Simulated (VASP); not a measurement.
Write the native input for VASP 6.6.1 that does the following.

* Task: G0W0 quasiparticle levels
* Functional: PBE
* Potentials or basis: VASP PAW PBE potentials, release 64 (Na_sv_GW, H_GW)
* Cutoff: 500 eV
* k mesh: 6 × 6 × 6
* Occupations: gaussian, width 0.01 eV
* Spin: no spin polarisation
* Dipole correction: no
* GW scheme: G0W0
* GW iterations: 1
* Cutoff of the response function: 120
* Frequency points: 96
* Empty bands: 82
* Mended: yes
* Further INCAR settings: ALGO = EVGW0; EDIFF = 1e-08; NBANDS = 87

The system is NaH.

```
Na H
1.0
     0.00000    2.39751    2.39751
     2.39751    0.00000    2.39751
     2.39751    2.39751    0.00000
Na H
1 1
Direct
  0.00000 0.00000 0.00000
  0.50000 0.50000 0.50000
```

One way to write it, as run:

POSCAR

```
NaH
1.0
    0.0000000000      2.3975126473      2.3975126473
    2.3975126473      0.0000000000      2.3975126473
    2.3975126473      2.3975126473      0.0000000000
Na H
1 1
Direct
    0.0000000000      0.0000000000      0.0000000000
    0.5000000000      0.5000000000      0.5000000000
```

INCAR.step1

```
SYSTEM = NaH
PREC = Accurate ; ENCUT = 500
EDIFF = 1E-8 ; ISMEAR = 0
SIGMA = 0.01 ; LREAL = .FALSE.
LASPH = .TRUE. ; NELM = 80
ALGO = Normal ; LWAVE = .TRUE.
LCHARG = .FALSE. ; GGA = PE
```

INCAR.step2

```
SYSTEM = NaH
PREC = Accurate ; ENCUT = 500
EDIFF = 1E-8 ; ISMEAR = 0
SIGMA = 0.01 ; LREAL = .FALSE.
LASPH = .TRUE. ; NELM = 1
ALGO = Exact ; LWAVE = .TRUE.
LCHARG = .FALSE. ; GGA = PE
NBANDS = 87 ; LOPTICS = .TRUE.
ISTART = 1
```

INCAR.step3

```
SYSTEM = NaH
PREC = Accurate ; ENCUT = 500
EDIFF = 1E-8 ; ISMEAR = 0
SIGMA = 0.01 ; LREAL = .FALSE.
LASPH = .TRUE. ; ALGO = EVGW0
LWAVE = .FALSE. ; LCHARG = .FALSE.
GGA = PE ; NELMGW = 1
NBANDS = 87 ; ENCUTGW = 120.0
NOMEGA = 96 ; PRECFOCK = Fast
ISTART = 1 ; NBANDSGW = 13
OMEGAMAX = 30
```

KPOINTS

```
Automatic mesh
0
G
  6 6 6
  0 0 0
```

Potentials or basis: VASP PAW PBE potentials, release 64 (Na_sv_GW, H_GW).

The run is started by

```console
$ cat potpaw_PBE.64/Na_sv_GW/POTCAR potpaw_PBE.64/H_GW/POTCAR > POTCAR
$ cp INCAR.step1 INCAR
$ mpirun -np 1 vasp_std > vasp.out
$ cp INCAR.step2 INCAR
$ mpirun -np 1 vasp_std > vasp.out
$ cp INCAR.step3 INCAR
$ mpirun -np 1 vasp_std > vasp.out
```

It gave:

| Quantity | Value |
| --- | --- |
| Quasiparticle gap | 6.09 eV |
| Least direct quasiparticle gap | 6.97 eV |
| Band gap of the starting levels on the mesh | 3.85 eV |
| Least direct gap of the starting levels on the mesh | 4.68 eV |

Caveat: the k points lie up to 0.38 Å⁻¹ apart; bands, screening cutoff and mesh are small and nothing is extrapolated, so the quasiparticle values aren't converged.

It took 4.3 min on 1 thread of Intel(R) Xeon(R) Platinum 8259CL CPU @ 2.50GHz (Skylake/Cascade Lake) (shared host), peak memory 0.47 GiB.
